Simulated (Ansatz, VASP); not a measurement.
**Mo: VASP beside Ansatz**

File INCAR:

```
SYSTEM = Mo
ALGO     = Fast           ! electronic algorithm
EDIFF    = 1E-6           ! SCF threshold, eV
ENCUT    = 520            ! plane-wave cutoff, eV
GGA      = PE             ! functional
ISIF     = 2              ! what is computed and relaxed
ISMEAR   = 0              ! smearing method
LASPH    = .TRUE.         ! aspherical terms in the spheres
LCHARG   = .FALSE.        ! write CHGCAR
LREAL    = .FALSE.        ! projectors in reciprocal space
LWAVE    = .FALSE.        ! write WAVECAR
NBANDS   = 13             ! bands
NELM     = 100            ! most SCF steps
PREC     = Accurate       ! precision mode
SIGMA    = 0.15           ! smearing width, eV
```

Contents of KPOINTS:

```
k-points
0
G
  30 30 30
  0 0 0
```

File POSCAR:

```
Mo
1.0
   -1.4870434224      1.4870434224      1.7844521069
    1.4870434224     -1.4870434224      1.7844521069
    1.4870434224      1.4870434224     -1.7844521069
Mo
1
Direct
    0.0000000000      0.0000000000      0.0000000000
```

Input for Ansatz:

```yaml
crystal:
  lattice:
    - [-1.4870434224, 1.4870434224, 1.7844521069]
    - [1.4870434224, -1.4870434224, 1.7844521069]
    - [1.4870434224, 1.4870434224, -1.7844521069]
  atoms:
    - { symbol: Mo, position: [0.0, 0.0, 0.0] }
basis:
  ecutwfc: 420
kpoints:
  mp_grid: { grid: [30, 30, 30] }
hamiltonian:
  xc: pbe
scf:
  occupations: { method: gaussian, width: 0.15 }
output:
  forces: true
  stress: true
  eigenvalues: true
```

Alike in both runs: task single point; functional PBE; k mesh 30 × 30 × 30; occupations gaussian, width 0.15 eV; no spin polarisation.

|  | VASP | Ansatz |
| --- | --- | --- |
| version | VASP 6.6.1 | Ansatz 0.2.0 |
| potentials or method | VASP PAW PBE potentials, release 64 (Mo_sv), cutoff 520 eV | scalar-relativistic, plane waves, PAW |
| valence electrons in the cell | 14 | 14 |

```csv
,VASP,Ansatz,Ansatz less VASP
gap on the k mesh at the Fermi level (eV),none,none,-
pressure (GPa),3.7,3.2,-0.53
"traceless stress, the component that is largest in VASP (GPa)",-19.38,-19.40,-0.019
```

A gap of «none» marks a metal or a gap that the smearing closes.
